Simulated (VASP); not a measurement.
## HgTe (CsCl type): relaxation of cell and atoms with PBE

The system is HgTe (CsCl type).

```xyz
2
Lattice="3.7005 0.0000 0.0000 0.0000 3.7005 0.0000 0.0000 0.0000 3.7005" Properties=species:S:1:pos:R:3 pbc="T T T"
Hg    0.0000    0.0000    0.0000
Te    1.8503    1.8503    1.8503
```

```
Program                : VASP 6.6.1
Task                   : relaxation of cell and atoms
Functional             : PBE
Potentials or basis    : VASP PAW PBE potentials, release 64 (Hg, Te)
Cutoff                 : 600 eV
k mesh                 : 12 × 12 × 12
Occupations            : fermi-dirac, width 0.08 eV
Spin                   : no spin polarisation
Target pressure        : 4 GPa
Dipole correction      : no
Further INCAR settings : ALGO = Normal; EDIFF = 1e-06; IBRION = 2; EDIFFG = -0.005; NSW = 60; ISIF = 3
```

```json
{
 "Relaxed volume": "25.70 Å³/atom",
 "Relaxed cell": "a = 3.718 Å, b = 3.718 Å, c = 3.718 Å, α = 90.00°, β = 90.00°, γ = 90.00°",
 "Space group after relaxing (to 0.05 Å)": "Pm-3m (No. 221)",
 "Energy change on relaxing (the enthalpy is what falls)": "-10.2 meV/atom",
 "Ionic steps": "7",
 "Pressure after relaxing": "4.0 GPa",
 "Band gap on the k mesh": "zero (band 9 reaches 6.24 eV, above the bottom of band 10 at 4.08 eV)"
}
```

Step by step:
```tsv
step	energy change (eV)	largest force (eV/Å)	pressure (GPa)	volume (Å³)
1	0.0000	0.0000	4.98	50.68
2	-0.0302	0.0000	3.50	51.82
3	-0.0208	0.0000	3.94	51.42
4	-0.0197	0.0000	4.04	51.37
5	-0.0201	0.0000	4.05	51.39
6	-0.0202	0.0000	4.05	51.39
7	-0.0203	0.0000	4.03	51.40
```

Final structure:
```
Hg Te
1.0
     3.71811    0.00000    0.00000
     0.00000    3.71811    0.00000
     0.00000    0.00000    3.71811
Hg Te
1 1
Direct
  0.00000 0.00000 0.00000
  0.50000 0.50000 0.50000
```

Levels at points of the mesh, in eV from the Fermi level:
```csv
k point,band 6,band 7,band 8,band 9,band 10,band 11,band 12,band 13
"(0.00, 0.00, 0.00)",-6.26,-2.03,-1.00,-1.00,-1.00,5.62,5.62,10.16
"(0.50, 0.00, 0.00)",-6.25,-5.52,0.75,0.75,2.74,3.17,5.67,5.67
"(0.50, 0.50, 0.00)",-5.89,-4.42,-4.42,-2.94,0.70,6.89,6.89,7.79
"(0.50, 0.50, 0.50)",-5.99,-1.55,-1.55,-1.55,-1.06,1.04,1.04,1.04
```

It took 71 s on 1 thread of Intel(R) Xeon(R) 6975P-C (Granite Rapids), on a shared host, peak memory 0.23 GiB.

Caveat: the cell is relaxed towards a set pressure, so the enthalpy falls and the energy may rise; spin-orbit coupling is left out, which moves the levels of the heavy elements.
